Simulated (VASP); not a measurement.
Set up this calculation in VASP 6.6.1, as the native input.

* Task: density of states
* Functional: PBE
* Potentials or basis: VASP PAW PBE potentials, release 64 (Si, C)
* Cutoff: 520 eV
* k mesh: 13 × 13 × 13
* Occupations: fermi-dirac, width 0.05 eV
* Spin: no spin polarisation
* Dipole correction: no
* k mesh for the DOS: 20 × 20 × 20
* Occupations for the DOS: tetrahedron
* Further INCAR settings: ALGO = Normal; EDIFF = 1e-06

Crystal: SiC (rocksalt type).

```
Si C
1.0
     0.00000    2.02967    2.02967
     2.02967    0.00000    2.02967
     2.02967    2.02967    0.00000
Si C
1 1
Direct
  0.00000 0.00000 0.00000
  0.50000 0.50000 0.50000
```

The input as run:

POSCAR

```
SiC
1.0
    0.0000000000      2.0296686305      2.0296686305
    2.0296686305      0.0000000000      2.0296686305
    2.0296686305      2.0296686305      0.0000000000
Si C
1 1
Direct
    0.0000000000      0.0000000000      0.0000000000
    0.5000000000      0.5000000000      0.5000000000
```

INCAR.step1

```
PREC = Accurate ; ENCUT = 520
EDIFF = 1E-6 ; ISMEAR = -1
SIGMA = 0.05 ; LREAL = False
LASPH = True ; NELM = 60
ALGO = Normal ; ISIF = 2
LWAVE = False ; LCHARG = True
GGA = PE ; NBANDS = 11
```

KPOINTS.step1

```
regular mesh
0
Gamma
  13 13 13
```

INCAR.step2

```
PREC = Accurate ; ENCUT = 520
EDIFF = 1E-6 ; ISMEAR = -5
SIGMA = 0.05 ; LREAL = False
LASPH = True ; NELM = 60
ALGO = Normal ; ISIF = 2
LWAVE = False ; LCHARG = False
GGA = PE ; LORBIT = 11
NEDOS = 1001 ; ICHARG = 11
```

KPOINTS.step2

```
regular mesh
0
Gamma
  20 20 20
```

Potentials or basis: VASP PAW PBE potentials, release 64 (Si, C).

Command:

```bash
$ cat potpaw_PBE.64/Si/POTCAR potpaw_PBE.64/C/POTCAR > POTCAR
$ cp INCAR.step1 INCAR
$ cp KPOINTS.step1 KPOINTS
$ mpirun -np 1 vasp_std > vasp.out
$ cp INCAR.step2 INCAR
$ cp KPOINTS.step2 KPOINTS
$ mpirun -np 1 vasp_std > vasp.out
```

Results of the run:

```json
{
  "Valence electrons inside the program's atomic spheres": "Si 1.49; C 2.53"
}
```

Wall time 78 s on 1 thread of AMD EPYC 7R13 (shared host), peak memory 0.12 GiB.
